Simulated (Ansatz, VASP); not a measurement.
MgO in VASP and in Ansatz

File INCAR:

```
SYSTEM = MgO
PREC = Accurate ; ENCUT = 520
EDIFF = 1E-7 ; ISMEAR = 0
SIGMA = 0.05 ; LREAL = .FALSE.
LASPH = .TRUE. ; NELM = 60
ALGO = Normal ; ISIF = 2
LWAVE = .FALSE. ; LCHARG = .FALSE.
GGA = PE ; NBANDS = 16
```

The input KPOINTS:

```
Automatic mesh
0
G
  9 9 6
  0 0 0
```

File POSCAR:

```
MgO
1.0
    3.5712471184      0.0000000000      0.0000000000
   -1.7856235592      3.0927907277      0.0000000000
    0.0000000000      0.0000000000      4.4137043136
Mg O
2 2
Direct
    0.3333333333      0.6666666667     -0.0034438731
    0.6666666667      0.3333333333      0.4965561269
    0.3333333333      0.6666666667      0.3982811987
    0.6666666667      0.3333333333      0.8982811987
```

Input for Ansatz:

```yaml
crystal:
  lattice:
    - [3.5712471184, 0.0, 0.0]
    - [-1.7856235592, 3.0927907277, 0.0]
    - [0.0, 0.0, 4.4137043136]
  atoms:
    - { symbol: Mg, position: [0.3333333333, 0.6666666667, -0.0034438731] }
    - { symbol: Mg, position: [0.6666666667, 0.3333333333, 0.4965561269] }
    - { symbol: O, position: [0.3333333333, 0.6666666667, 0.3982811987] }
    - { symbol: O, position: [0.6666666667, 0.3333333333, 0.8982811987] }
basis:
  ecutwfc: 520.0
kpoints:
  mp_grid: { grid: [9, 9, 6] }
hamiltonian:
  xc: pbe
  pseudopotentials: { kind: paw, azcp: { folder: soft_1 } }
scf:
  occupations: { method: gaussian, width: 0.05 }
output:
  forces: true
  stress: true
  eigenvalues: true
```

Alike in both runs: task single point; functional PBE; k mesh 9 × 9 × 6; occupations gaussian, width 0.05 eV; no spin polarisation.

```csv
,VASP,Ansatz
version,VASP 6.6.1,Ansatz 0.2.0
potentials or method,"VASP PAW PBE potentials, release 64 (Mg, O), cutoff 520 eV","scalar-relativistic, plane waves, PAW"
valence electrons in the cell,16,32
```

|  | VASP | Ansatz | Ansatz less VASP |
| --- | --- | --- | --- |
| gap on the k mesh at the Fermi level (eV) | 3.13 | 3.15 | +0.015 |
| least direct gap on the mesh (eV) | 3.13 | 3.15 | +0.015 |
| pressure (GPa) | 3.9 | 4.2 | +0.29 |
| traceless stress, the component that is largest in VASP (GPa) | 27.95 | 27.51 | -0.445 |
| rms of the force components (eV/Å) | 1.876 | 1.842 | -0.0335 |

Atom by atom the forces differ by 0.033 eV/Å (rms over components). VASP's potentials hold 16 valence electrons a cell and Ansatz's 32, so a difference there can come from the potentials and not from the codes.
